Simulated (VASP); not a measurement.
Input of a VASP 6.6.1 run:

INCAR

```
SYSTEM = ZrMo2C2
ALGO = Normal
EDIFF = 1E-7
ENCUT = 520
GGA = PE
ISIF = 2
ISMEAR = 0
LASPH = .TRUE.
LCHARG = .FALSE.
LREAL = .FALSE.
LWAVE = .FALSE.
NBANDS = 32
NELM = 80
PREC = Accurate
SIGMA = 0.1
```

The input KPOINTS:

```
k-points
0
G
  6 6 4
  0 0 0
```

POSCAR

```
ZrMo2C2
1.0
    4.1937018030     -0.0000000028      0.0000000000
   -2.0968508991      3.6318522987      0.0000000000
    0.0000000000      0.0000000000      5.5847442827
Zr Mo C
1 2 2
Direct
    0.0000000000      0.0000000000      0.0000000000
    0.3333333333      0.6666666667      0.5000000000
    0.6666666667      0.3333333333      0.5000000000
    0.0000000000      0.0000000000      0.6209942700
    0.0000000000      0.0000000000      0.3790057300
```

Potentials or basis: VASP PAW PBE potentials, release 64 (Zr_sv, Mo_sv, C).

Command:

```sh
$ cat potpaw_PBE.64/Zr_sv/POTCAR potpaw_PBE.64/Mo_sv/POTCAR potpaw_PBE.64/C/POTCAR > POTCAR
$ mpirun -np 1 vasp_std > vasp.out
```

Q: What does it give for the band gap on the k mesh?

A: Zero (band 24 reaches 8.11 eV, above the bottom of band 25 at 6.58 eV).

Q: What does it give for the pressure?

A: 0.3 GPa.

Q: Estimate the largest force.

A: 0.071 eV/Å.

Forces on the atoms (eV/Å):
```
Zr   0.000  0.000  0.000
Mo   0.000  0.000  0.000
Mo   0.000  0.000  0.000
C    0.000  0.000  0.071
C    0.000  0.000 -0.071
```
